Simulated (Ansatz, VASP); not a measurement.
SiC: VASP beside Ansatz

```
CELL_PARAMETERS angstrom
0.00000 2.24291 2.24291
2.24291 0.00000 2.24291
2.17263 2.17263 0.07028
ATOMIC_POSITIONS crystal
Si 0.00000 0.00000 0.00000
C 0.75000 0.75000 0.75000
```

Alike in both runs: task single point; functional PBE; k mesh 12 × 12 × 12; occupations gaussian, width 0.05 eV; no spin polarisation.

|  | VASP | Ansatz |
| --- | --- | --- |
| version | VASP 6.6.1 | Ansatz 0.2.0 |
| potentials or method | VASP PAW PBE potentials, release 64 (Si, C), cutoff 520 eV | scalar-relativistic, plane waves, PAW |
| valence electrons in the cell | 8 | 8 |

|  | VASP | Ansatz | Ansatz less VASP |
| --- | --- | --- | --- |
| gap on the k mesh at the Fermi level (eV) | 1.21 | 1.22 | +0.005 |
| least direct gap on the mesh (eV) | 4.20 | 4.21 | +0.004 |
| pressure (GPa) | -4.2 | -4.1 | +0.03 |
| traceless stress, the component that is largest in VASP (GPa) | 8.24 | 8.21 | -0.027 |
| rms of the force components (eV/Å) | 0.272 | 0.272 | +0.0005 |

Atom by atom the forces differ by 0.000 eV/Å (rms over components).
